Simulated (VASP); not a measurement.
## Nd2As3W: single point with PBE

The system is Nd2As3W.

```
Nd As W
1.0
     5.75414    0.00000    0.00000
    -2.87707    4.98323    0.00000
     0.00000    0.00000    5.04806
Nd As W
2 3 1
Direct
  0.66667 0.33333 0.00000
  0.33333 0.66667 0.00000
  0.00000 0.50000 0.50000
  0.50000 0.50000 0.50000
  0.50000 0.00000 0.50000
  0.00000 0.00000 0.00000
```

The cell was generated, and may not be a known phase.

```yaml
Program: VASP 6.6.1
Task: single point
Functional: PBE
Potentials_or_basis: VASP PAW PBE potentials, release 64 (Nd, As, W_sv)
Cutoff: 520 eV
k_mesh: 12 × 12 × 8
Occupations: gaussian, width 0.1 eV
Spin: no spin polarisation
Dipole_correction: no
Further_INCAR_settings: ALGO = Normal; EDIFF = 1e-07; NBANDS = 38
```

| Property | Result |
| --- | --- |
| Pressure | -6.9 GPa |
| Band gap on the k mesh | zero (an odd number of electrons rules out a gap without spin polarisation) |

Stress tensor (GPa, compression positive):
```
-6.94  0.00  0.00
 0.00 -6.94  0.00
 0.00  0.00 -6.78
```

Levels at points of the mesh, in eV from the Fermi level:
| k point | band 26 | band 27 | band 28 | band 29 | band 30 | band 31 |
| --- | --- | --- | --- | --- | --- | --- |
| (0.00, 0.00, 0.00) | -0.21 | -0.21 | -0.10 | -0.07 | -0.01 | -0.01 |
| (0.50, 0.00, 0.00) | -0.38 | -0.25 | -0.14 | 0.01 | 0.06 | 0.07 |
| (0.00, 0.00, 0.50) | -0.06 | -0.05 | 0.07 | 0.07 | 0.13 | 0.13 |
| (0.50, 0.00, 0.50) | -0.64 | -0.09 | -0.01 | -0.01 | 0.05 | 0.09 |

Run time: 33 min on 1 thread of AMD EPYC 7R13 Processor (Zen 3), with other jobs on the host, peak memory 0.62 GiB.

Caveat: the cell stands under tension; spin-orbit coupling is left out, which moves the levels of the heavy elements; an odd number of electrons without spin polarisation forces a metal; a magnetic or distorted state may lie lower; semilocal functionals describe open f shells poorly, which spoils levels, moments and volumes. Spin polarisation is off, so any magnetic state and its effect on volume and gap are missing.
